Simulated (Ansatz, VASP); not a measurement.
One calculation of HfC, two programs

Contents of INCAR:

```
SYSTEM = HfC
PREC = Accurate
ENCUT = 600
EDIFF = 1E-7
ISMEAR = -1
SIGMA = 0.05
LREAL = .FALSE.
LASPH = .TRUE.
NELM = 60
ALGO = Normal
ISIF = 3
LWAVE = .FALSE.
LCHARG = .FALSE.
GGA = B5
ALDAX = 1.0
AGGAX = 1.0
AGGAC = 1.0
ALDAC = 0.0
IVDW = 12
VDW_S6 = 1.0
VDW_S8 = 2.6996
VDW_A1 = 0.4298
VDW_A2 = 4.2359
IBRION = 2
NSW = 80
EDIFFG = -0.005
```

Contents of KPOINTS:

```
regular mesh
0
G
  10 10 10
  0 0 0
```

The input POSCAR:

```
HfC
1.0
    0.0000000000      2.3250000000      2.3250000000
    2.3250000000      0.0000000000      2.3250000000
    2.3250000000      2.3250000000      0.0000000000
Hf C
1 1
Direct
    0.5000000000      0.5000000000      0.5000000000
    0.0000000000      0.0000000000      0.0000000000
```

input.yaml

```yaml
crystal:
  lattice:
    - [0.0, 2.325, 2.325]
    - [2.325, 0.0, 2.325]
    - [2.325, 2.325, 0.0]
  atoms:
    - { symbol: Hf, position: [0.5, 0.5, 0.5] }
    - { symbol: C, position: [0.0, 0.0, 0.0] }
kpoints:
  mp_grid: { grid: [10, 10, 10] }
scf:
  occupations: { method: fermi_dirac, width: 0.05 }
hamiltonian:
  xc: blyp
  dispersion: d3bj
  pseudopotentials: { kind: all_electron, lapw: { basis_error: 0.001 } }
output:
  forces: true
  stress: true
relax:
  f_tol: 0.005
  max_steps: 60
  cell: {}
```

Alike in both runs: task relaxation of cell and atoms; functional BLYP; dispersion D3(BJ); k mesh 10 × 10 × 10; occupations fermi-dirac, width 0.05 eV; no spin polarisation.

```csv
,VASP,Ansatz
version,VASP 6.6.1,Ansatz 0.2.0
potentials or method,"VASP PAW PBE potentials, release 64 (Hf_pv, C), cutoff 600 eV","all-electron LAPW, scalar-relativistic"
```

|  | VASP | Ansatz | Ansatz less VASP |
| --- | --- | --- | --- |
| relaxed volume (Å³/atom) | 12.37 | 12.37 | 0.000 |
| relaxed cell length with the largest relative difference (Å) | 3.270 | 3.270 | 0.0000 |

VASP's potentials were made for PBE, not for BLYP. Ansatz ran all-electron here, and VASP with PAW potentials.

Spin-orbit coupling is off throughout.
